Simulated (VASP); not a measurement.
# SiC (F-43m) in VASP: a series of runs, part 2 of 2

VASP 6.6.1.

## (4) Single point, PBE (volume scaled by 0.97)

INCAR

```
SYSTEM = SiC
PREC = Accurate
ENCUT = 520
EDIFF = 1E-7
ISMEAR = 0
SIGMA = 0.02
LREAL = .FALSE.
LASPH = .TRUE.
NELM = 60
ALGO = Normal
ISIF = 2
LWAVE = .FALSE.
LCHARG = .FALSE.
GGA = PE
NBANDS = 11
```

KPOINTS

```
regular mesh
0
G
  10 10 10
  0 0 0
```

POSCAR

```
SiC
1.0
    0.0000000000      2.1676392630      2.1676392630
    2.1676392630      0.0000000000      2.1676392630
    2.1676392630      2.1676392630      0.0000000000
Si C
1 1
Direct
    0.7500000000      0.7500000000      0.7500000000
    0.0000000000      0.0000000000      0.0000000000
```

Potentials or basis: VASP PAW PBE potentials, release 64 (Si, C).

Started as:

```console
$ cat potpaw_PBE.64/Si/POTCAR potpaw_PBE.64/C/POTCAR > POTCAR
$ mpirun -np 1 vasp_std > vasp.out
```

OUTCAR:

```text
SYSTEM = SiC
   PREC = Accurate
   ENCUT = 520
   EDIFF = 1E-7
   ISMEAR = 0
   LREAL = .FALSE.
   LASPH = .TRUE.
   NELM = 60
   ISIF = 2
   GGA = PE

 ion  position               nearest neighbor table
   1  0.750  0.750  0.750-   2 1.88   2 1.88   2 1.88   2 1.88
   2  0.000  0.000  0.000-   1 1.88   1 1.88   1 1.88   1 1.88

  LATTYP: Found a face centered cubic cell.
 ALAT       =     4.3352785260

  Lattice vectors:

 A1 = (   0.0000000000,   2.1676392630,   2.1676392630)
 A2 = (   2.1676392630,   0.0000000000,   2.1676392630)
 A3 = (   2.1676392630,   2.1676392630,   0.0000000000)

Analysis of symmetry for initial positions (statically):
=====================================================================
 Subroutine PRICEL returns:
 Original cell was already a primitive cell.

 Routine SETGRP: Setting up the symmetry group for a
 face centered cubic supercell.

 Subroutine GETGRP returns: Found 24 space group operations
 (whereof 24 operations were pure point group operations)
 out of a pool of 48 trial point group operations.

The static configuration has the point symmetry T_d .

Analysis of symmetry for dynamics (positions and initial velocities):
=====================================================================
 Subroutine PRICEL returns:
 Original cell was already a primitive cell.

 Routine SETGRP: Setting up the symmetry group for a
 face centered cubic supercell.

 Subroutine GETGRP returns: Found 24 space group operations
 (whereof 24 operations were pure point group operations)
 out of a pool of 48 trial point group operations.

The dynamic configuration has the point symmetry T_d .

 Subroutine INISYM returns: Found 24 space group operations
 (whereof 24 operations are pure point group operations),
 and found     1 'primitive' translations

----------------------------------------------------------------------------------------

                                     Primitive cell

  volume of cell :      20.3700

[... 115 lines left out ...]
   AEXX    =    0.0000 exact exchange contribution
   IVDW    =     0    specifies the selected vdW correction
   LEPSILON=     F    determine dielectric tensor
   LRPA    =     F    only Hartree local field effects (RPA)
 non-spin polarized calculation
 Gauss-broadening in eV      SIGMA  =   0.02
  energy-cutoff  :      520.00
  volume of cell :       20.37
 maximum number of plane-waves:       568
   NGX = 11   NGY = 11   NGZ = 11

 number of electron       8.0000000 magnetization

 Free energy of the ion-electron system (eV)
  ---------------------------------------------------
  ext. energy  EPLUGINS =         0.00000000
  ---------------------------------------------------
  free energy    TOTEN  =       -15.04755728 eV

  energy without entropy =      -15.04755728  energy(sigma->0) =      -15.04755728

 E-fermi :   8.3850     XC(G=0): -11.4248

 val. band max:        8.2838777516   @ k =   0.0000   0.0000   0.0000
 cond. band min:       9.6261039425   @ k =   0.5000   0.5000   0.0000
 fundamental gap:      1.3422261909
 Fermi energy:         8.3849656228

 k-point     1 :       0.0000    0.0000    0.0000
  band No.  band energies     occupation
      1      -7.2430      2.00000
      2       8.2839      2.00000
      3       8.2839      2.00000
      4       8.2839      2.00000
      5      14.7020      0.00000
      6      15.7012      0.00000
      7      15.7012      0.00000
      8      15.7012      0.00000
      9      22.8826      0.00000
     10      22.8826      0.00000
     11      25.0097      0.00000
[... 309 lines left out ...]
 k-point    24 :       0.4000    0.3000    0.0000
  band No.  band energies     occupation
      1      -4.0602      2.00000
      2       2.6863      2.00000
      3       5.1016      2.00000
      4       5.6349      2.00000
      5      11.1654      0.00000
      6      13.9741      0.00000
      7      20.0761      0.00000
      8      20.3660      0.00000
      9      22.2391      0.00000
     10      26.5069      0.00000
     11      29.7870      0.00000

 [... further k-points ...]

------------------------ aborting loop because EDIFF is reached ----------------------------------------

  FORCE on cell =-STRESS in cart. coord.  units (eV):
  Direction    XX          YY          ZZ          XY          YZ          ZX
  --------------------------------------------------------------------------------------
  -------------------------------------------------------------------------------------
  Total        0.8703643      0.8703643      0.8703643      0.0000000      0.0000000     -0.0000000
  in kB       68.4574387     68.4574387     68.4574387      0.0000000      0.0000000     -0.0000000
  external PRESSURE =      68.4574387 kB  Pullay stress =       0.0000000 kB

 VOLUME and BASIS-vectors are now :
 -----------------------------------------------------------------------------
  energy-cutoff  :      520.00
  volume of cell :       20.37
      direct lattice vectors                 reciprocal lattice vectors
     0.000000000  2.167639263  2.167639263    -0.230665687  0.230665687  0.230665687
     2.167639263  0.000000000  2.167639263     0.230665687 -0.230665687  0.230665687
     2.167639263  2.167639263  0.000000000     0.230665687  0.230665687 -0.230665687

 POSITION                                       TOTAL-FORCE (eV/Angst)
 -----------------------------------------------------------------------------------
      3.25146      3.25146      3.25146         0.000000      0.000000      0.000000
      0.00000      0.00000      0.00000        -0.000000     -0.000000     -0.000000
 -----------------------------------------------------------------------------------
    total drift:                                0.000000      0.000000      0.000000

  FREE ENERGIE OF THE ION-ELECTRON SYSTEM (eV)
  ---------------------------------------------------
  free  energy   TOTEN  =       -15.0475572765 eV

  energy  without entropy=      -15.0475572765  energy(sigma->0) =      -15.04755728
```

OSZICAR:

```text
N       E                     dE             d eps       ncg     rms          rms(c)
DAV:   1     0.340255140014E+01    0.34026E+01   -0.40585E+03  1034   0.662E+02
DAV:   2    -0.163470792686E+02   -0.19750E+02   -0.18563E+02  1373   0.102E+02
DAV:   3    -0.169444254962E+02   -0.59735E+00   -0.59624E+00  1262   0.152E+01
DAV:   4    -0.169467589406E+02   -0.23334E-02   -0.23333E-02  1182   0.122E+00
DAV:   5    -0.169467694559E+02   -0.10515E-04   -0.10515E-04  1259   0.766E-02    0.898E+00
DAV:   6    -0.151098051745E+02    0.18370E+01   -0.65203E+00  1145   0.115E+01    0.400E+00
DAV:   7    -0.150551884306E+02    0.54617E-01   -0.40332E-01  1232   0.362E+00    0.181E+00
DAV:   8    -0.150473341277E+02    0.78543E-02   -0.20383E-02  1160   0.953E-01    0.172E-01
DAV:   9    -0.150474469818E+02   -0.11285E-03   -0.15732E-03  1290   0.228E-01    0.113E-01
DAV:  10    -0.150475548200E+02   -0.10784E-03   -0.22909E-04  1166   0.924E-02    0.260E-02
DAV:  11    -0.150475568610E+02   -0.20410E-05   -0.40092E-05  1250   0.331E-02    0.690E-03
DAV:  12    -0.150475572472E+02   -0.38626E-06   -0.18856E-06  1175   0.819E-03    0.109E-03
DAV:  13    -0.150475572765E+02   -0.29252E-07   -0.87852E-08  1031   0.205E-03
   1 F= -.15047557E+02 E0= -.15047557E+02  d E =-.272033E-15
```

stdout:

```text
POSCAR found type information on POSCAR SiC
 POSCAR found :  2 types and       2 ions
 scaLAPACK will be used
 LDA part: xc-table for (Slater+PW92), standard interpolation
 POSCAR, INCAR and KPOINTS ok, starting setup
 FFT: planning ... GRIDC
 FFT: planning ... GRID_SOFT
 FFT: planning ... GRID
 WAVECAR not read
 entering main loop
```

It took 11 s on 1 thread of Intel Xeon 8259CL, shared host; peak memory 0.13 GiB.

Results:

```yaml
Free_energy: -15.0476 eV
Pressure: 6.8 GPa
Band_gap_on_the_k_mesh: 1.34 eV, indirect (least direct gap 4.56 eV)
```

Levels at points of the mesh, in eV from the valence-band top:
| k point | band 1 | band 2 | band 3 | band 4 | band 5 | band 6 | band 7 | band 8 |
| --- | --- | --- | --- | --- | --- | --- | --- | --- |
| (0.00, 0.00, 0.00) | -15.53 | 0.00 | 0.00 | 0.00 | 6.42 | 7.42 | 7.42 | 7.42 |
| (0.50, 0.00, 0.00) | -11.90 | -8.62 | -1.06 | -1.06 | 5.58 | 7.29 | 7.29 | 10.14 |
| (0.50, 0.50, 0.00) | -10.43 | -7.84 | -3.22 | -3.22 | 1.34 | 4.38 | 14.22 | 14.22 |

 A k mesh can miss the band edges.

## (5) Single point, PBE (volume scaled by 1.03)

INCAR

```
SYSTEM = SiC
PREC = Accurate ; ENCUT = 520
EDIFF = 1E-6 ; ISMEAR = 0
SIGMA = 0.02 ; LREAL = .FALSE.
LASPH = .TRUE. ; NELM = 60
ALGO = Normal ; ISIF = 2
LWAVE = .FALSE. ; LCHARG = .FALSE.
GGA = PE ; NBANDS = 11
```

KPOINTS is that of step 4.

POSCAR

```
SiC
1.0
    0.0000000000      2.2114417566      2.2114417566
    2.2114417566      0.0000000000      2.2114417566
    2.2114417566      2.2114417566      0.0000000000
Si C
1 1
Direct
    0.7500000000      0.7500000000      0.7500000000
    0.0000000000      0.0000000000      0.0000000000
```

Started as:

```console
$ cat potpaw_PBE.64/Si/POTCAR potpaw_PBE.64/C/POTCAR > POTCAR
$ mpirun -np 1 vasp_std > vasp.out
```

Run time: 10 s. Hardware: 1 thread of Intel Xeon 8259CL, shared host; peak memory 0.14 GiB.

The run converged. Its results:

| Quantity | Value |
| --- | --- |
| Free energy | -15.0490 eV |
| Pressure | -5.9 GPa |
| Band gap on the k mesh | 1.40 eV, indirect (least direct gap 4.50 eV) |

Levels at points of the mesh, in eV from the valence-band top:
```csv
k point,band 2,band 3,band 4,band 5,band 6,band 7
"(0.00, 0.00, 0.00)",0.00,0.00,0.00,5.72,7.01,7.01
"(0.50, 0.00, 0.00)",-8.29,-1.04,-1.04,5.04,7.05,7.05
"(0.50, 0.50, 0.00)",-7.66,-3.10,-3.10,1.40,4.17,13.52
```

 A k mesh can miss the band edges.

## (6) Single point, PBE (volume scaled by 1.06)

INCAR

```
PREC     = Accurate       # precision mode
ENCUT    = 520            # plane-wave cutoff, eV
EDIFF    = 1E-7           # SCF threshold, eV
ISMEAR   = 0              # smearing method
SIGMA    = 0.02           # smearing width, eV
LREAL    = F              # projectors in reciprocal space
LASPH    = T              # aspherical terms in the spheres
NELM     = 80             # most SCF steps
ALGO     = Normal         # electronic algorithm
ISIF     = 2              # what is computed and relaxed
LWAVE    = F              # write WAVECAR
LCHARG   = F              # write CHGCAR
GGA      = PE             # functional
NBANDS   = 11             # bands
```

KPOINTS

```
Automatic mesh
0
Gamma
  10 10 10
```

POSCAR

```
SiC
1.0
    0.0000000000      2.2327069242      2.2327069242
    2.2327069242      0.0000000000      2.2327069242
    2.2327069242      2.2327069242      0.0000000000
Si C
1 1
Direct
    0.7500000000      0.7500000000      0.7500000000
    0.0000000000      0.0000000000      0.0000000000
```

Potentials or basis: VASP PAW PBE potentials, release 64 (Si, C).

Started as:

```console
$ cat potpaw_PBE.64/Si/POTCAR potpaw_PBE.64/C/POTCAR > POTCAR
$ mpirun -np 1 vasp_std > vasp.out
```

Run time: 11 s. Hardware: 1 thread of Intel Xeon 8259CL, shared host; peak memory 0.13 GiB.

It converged, with:

| Property | Result |
| --- | --- |
| Free energy | -15.0155 eV |
| Pressure | -11.0 GPa |
| Band gap on the k mesh | 1.42 eV, indirect (least direct gap 4.46 eV) |

Levels at points of the mesh, in eV from the valence-band top:
```tsv
k point	band 1	band 2	band 3	band 4	band 5	band 6	band 7	band 8	band 9
(0.00, 0.00, 0.00)	-14.84	0.00	0.00	0.00	5.38	6.82	6.82	6.82	14.09
(0.50, 0.00, 0.00)	-11.54	-8.14	-1.03	-1.03	4.79	6.94	6.94	9.65	15.36
(0.50, 0.50, 0.00)	-10.16	-7.57	-3.04	-3.04	1.42	4.07	13.20	13.20	13.85
```

 A k mesh can miss the band edges.

## (7) The runs side by side

| cell | gap on the mesh (eV) | pressure (GPa) |
| --- | --- | --- |
| a = 2.968 Å, angles 60.0°, 2 atoms | 1.24 | 34.7 |
| a = 3.097 Å, angles 60.0°, 2 atoms | 1.37 | 0.0 |
| a = 3.066 Å, angles 60.0°, 2 atoms | 1.34 | 6.8 |
| a = 3.127 Å, angles 60.0°, 2 atoms | 1.40 | -5.9 |
| a = 3.158 Å, angles 60.0°, 2 atoms | 1.42 | -11.0 |

Alike in all rows: task single point; level PBE; potentials or basis VASP PAW PBE potentials, release 64 (Si, C); no spin polarisation; k mesh 10 × 10 × 10; cutoff (eV) 520; smearing gaussian 0.02 eV.

Total energies depend on the potentials used, so only differences within one code and one set of settings carry meaning.
